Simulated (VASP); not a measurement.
WC:

```
W C
1.0
     0.00000    2.19268    2.19268
     2.19268    0.00000    2.19268
     2.19268    2.19268    0.00000
W C
1 1
Direct
  0.00000 0.00000 0.00000
  0.50000 0.50000 0.50000
```

| Property | Result |
| --- | --- |
| Program | VASP 6.6.1 |
| Task | relaxation of cell and atoms |
| Functional | PBEsol |
| Potentials or basis | VASP PAW PBE potentials, release 64 (W_sv, C) |
| Cutoff | 600 eV |
| k mesh | 10 × 10 × 10 |
| Occupations | fermi-dirac, width 0.05 eV |
| Spin | no spin polarisation |
| Hubbard terms | W d U = 2.0 eV |

At the start: pressure -5.7 GPa; volume 10.54 Å³/atom.

How do energy, volume and symmetry change on relaxing?

Over 3 steps the energy falls by 2.9 meV/atom and the volume is 10.38 Å³/atom (-1.5 %); space group Fm-3m (No. 225, to 0.05 Å).

Step by step:
```
step  energy change (eV)  largest force (eV/Å)  pressure (GPa)  volume (Å³)
   1              0.0000                0.0000           -5.68        21.08
   2              0.0333                0.0000           16.29        19.96
   3             -0.0058                0.0000           -0.06        20.77
```

Final structure:
```yaml
crystal:
  lattice:
    - [0.00000, 2.18159, 2.18159]
    - [2.18159, 0.00000, 2.18159]
    - [2.18159, 2.18159, 0.00000]
  atoms:
    - { symbol: W, position: [0.00000, 0.00000, 0.00000] }
    - { symbol: C, position: [0.50000, 0.50000, 0.50000] }
```

Caveat: the PAW data sets were made with another functional, which shifts forces and pressure a little; the U is typed as a test and isn't derived for this compound.
